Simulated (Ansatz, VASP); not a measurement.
# PtS2: VASP beside Ansatz

```xyz
3
Lattice="3.5432 0.0000 0.0000 -1.7716 3.0685 0.0000 0.0000 0.0000 5.0388" Properties=species:S:1:pos:R:3 pbc="T T T"
Pt    0.0000    0.0000    0.0000
S     0.0000    2.2457    1.2597
S     1.7716    1.0228    3.7791
```

Alike in both runs: task single point; functional PBEsol; k mesh 12 × 12 × 8; occupations gaussian, width 0.05 eV; no spin polarisation.

```csv
,VASP,Ansatz
version,VASP 6.6.1,Ansatz 0.2.0
potentials or method,"VASP PAW PBE potentials, release 64 (Pt, S), cutoff 520 eV","scalar-relativistic, plane waves, PAW"
valence electrons in the cell,22,30
```

VASP gave:

| Item | Value |
| --- | --- |
| gap on the k mesh at the Fermi level (eV) | 0.33 |
| least direct gap on the mesh (eV) | 0.46 |
| pressure (GPa) | -1.7 |
| traceless stress, the component that is largest in VASP (GPa) | -4.79 |
| rms of the force components (eV/Å) | 0.676 |

**Question.** What did Ansatz give for the same quantities?

**Answer.** gap on the k mesh at the Fermi level (eV): 0.32; least direct gap on the mesh (eV): 0.46; pressure (GPa): -1.5; traceless stress, the component that is largest in VASP (GPa): -4.81; rms of the force components (eV/Å): 0.673.

VASP's potentials were made for PBE, not for PBEsol. Atom by atom the forces differ by 0.012 eV/Å (rms over components). VASP's potentials hold 22 valence electrons a cell and Ansatz's 30, so a difference there can come from the potentials and not from the codes.

Neither program's run includes spin-orbit coupling.
